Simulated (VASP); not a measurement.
Here is a VASP 6.6.1 calculation.

Contents of INCAR:

```
PREC = Accurate ; ENCUT = 520
EDIFF = 1E-6 ; ISMEAR = 0
SIGMA = 0.15 ; LREAL = F
LASPH = T ; NELM = 150
ALGO = Normal ; ISIF = 2
LWAVE = F ; LCHARG = F
ISPIN = 2 ; MAGMOM = 1.85 1.85
LORBIT = 11 ; LMAXMIX = 4
GGA = PE ; NBANDS = 20
```

The input KPOINTS:

```
Automatic mesh
0
Gamma
  24 24 14
```

Contents of POSCAR:

```
Co
1.0
    2.5190008694      0.0000000000      0.0000000000
   -1.2595004347      2.1815187451      0.0000000000
    0.0000000000      0.0000000000      4.0910000000
Co
2
Direct
    0.3333333333      0.6666666667      0.2500000000
    0.6666666667      0.3333333333      0.7500000000
```

Potentials or basis: VASP PAW PBE potentials, release 64 (Co).

Command:

```sh
$ cat potpaw_PBE.64/Co/POTCAR > POTCAR
$ mpirun -np 1 vasp_std > vasp.out
```

What does it give for the net moment?

3.26 μB per cell.

Predict the site moments.

Co +1.66 μB.

Estimate the pressure.

-7.3 GPa.

Stress tensor (GPa, compression positive):
```
-6.94  0.00  0.00
 0.00 -6.94  0.00
 0.00  0.00 -8.05
```
